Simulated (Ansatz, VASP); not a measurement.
## AgI: VASP beside Ansatz

INCAR

```
SYSTEM = AgI
PREC     = Accurate       ! precision mode
ENCUT    = 500            ! plane-wave cutoff, eV
EDIFF    = 1E-6           ! SCF threshold, eV
ISMEAR   = 0              ! smearing method
SIGMA    = 0.01           ! smearing width, eV
LREAL    = .FALSE.        ! projectors in reciprocal space
LASPH    = .TRUE.         ! aspherical terms in the spheres
NELM     = 120            ! most SCF steps
ALGO     = Normal         ! electronic algorithm
ISIF     = 2              ! what is computed and relaxed
LWAVE    = .FALSE.        ! write WAVECAR
LCHARG   = .FALSE.        ! write CHGCAR
GGA      = PE             ! functional
NBANDS   = 16             ! bands
GGA_COMPAT= .FALSE.
```

Contents of KPOINTS:

```
regular mesh
0
G
  6 6 6
  0 0 0
```

The input POSCAR:

```
AgI
1.0
   -2.2946258869      2.2946258869      3.2492205165
    2.2946258869     -2.2946258869      3.2492205165
    2.2946258869      2.2946258869     -3.2492205165
Ag I
1 1
Direct
    0.2500000000      0.7500000000      0.5000000000
    0.0000000000      0.0000000000      0.0000000000
```

Input for Ansatz:

```yaml
crystal:
  lattice:
    - [-2.2946258869, 2.2946258869, 3.2492205165]
    - [2.2946258869, -2.2946258869, 3.2492205165]
    - [2.2946258869, 2.2946258869, -3.2492205165]
  atoms:
    - { symbol: Ag, position: [0.25, 0.75, 0.5] }
    - { symbol: I, position: [0.0, 0.0, 0.0] }
kpoints:
  mp_grid: { grid: [6, 6, 6] }
hamiltonian:
  xc: pbe
scf:
  occupations: { method: fixed }
  n_extra_bands: 4
output:
  forces: true
  stress: true
  eigenvalues: true
```

Alike in both runs: task single point; functional PBE; k mesh 6 × 6 × 6; no spin polarisation.

|  | VASP | Ansatz |
| --- | --- | --- |
| version | VASP 6.6.1 | Ansatz 0.2.0 |
| potentials or method | VASP PAW PBE potentials, release 64 (Ag, I) | plane waves, PAW |
| plane-wave cutoff (eV) | 500 | 420 |
| occupations | gaussian, width 0.01 eV | fixed |
| valence electrons in the cell | 18 | 36 |

```tsv
	VASP	Ansatz	Ansatz less VASP
gap on the k mesh at the Fermi level (eV)	1.34	1.34	-0.003
pressure (GPa)	1.9	1.9	+0.05
```

VASP's potentials hold 18 valence electrons a cell and Ansatz's 36, so a difference there can come from the potentials and not from the codes.

Spin-orbit coupling is off throughout.
